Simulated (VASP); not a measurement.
Input of a VASP 6.6.1 run:

File INCAR:

```
PREC = Accurate ; ENCUT = 520
EDIFF = 1E-6 ; ISMEAR = 0
SIGMA = 0.05 ; LREAL = F
LASPH = T ; NELM = 150
ALGO = Normal ; ISIF = 2
LWAVE = F ; LCHARG = F
LMAXMIX = 6 ; LDAU = T
LDAUTYPE = 2 ; LDAUL = 3 -1
LDAUU = 6 0 ; LDAUJ = 0 0
LDAUPRINT = 1 ; GGA = PE
NBANDS = 23
```

File KPOINTS:

```
Automatic mesh
0
Gamma
  8 8 8
```

File POSCAR:

```
GdSi3
1.0
    4.1647486593      0.0000000000      0.0000000000
    0.0000000000      4.1647486593      0.0000000000
    0.0000000000      0.0000000000      4.1647486593
Gd Si
1 3
Direct
    0.0000000000      0.0000000000      0.0000000000
    0.0000000000      0.5000000000      0.5000000000
    0.5000000000      0.5000000000      0.0000000000
    0.5000000000      0.0000000000      0.5000000000
```

Potentials or basis: VASP PAW PBE potentials, release 64 (Gd, Si).

Run with:

```console
$ cat potpaw_PBE.64/Gd/POTCAR potpaw_PBE.64/Si/POTCAR > POTCAR
$ mpirun -np 1 vasp_std > vasp.out
```

(1) Predict the pressure.

(2) Predict the band gap on the k mesh.

Results:

(1) -3.3 GPa.

(2) zero (band 15 reaches 7.50 eV, above the bottom of band 16 at 6.85 eV).

Caveat: spin-orbit coupling is left out, which moves the levels of the heavy elements; U without spin polarisation on a metal has little footing.
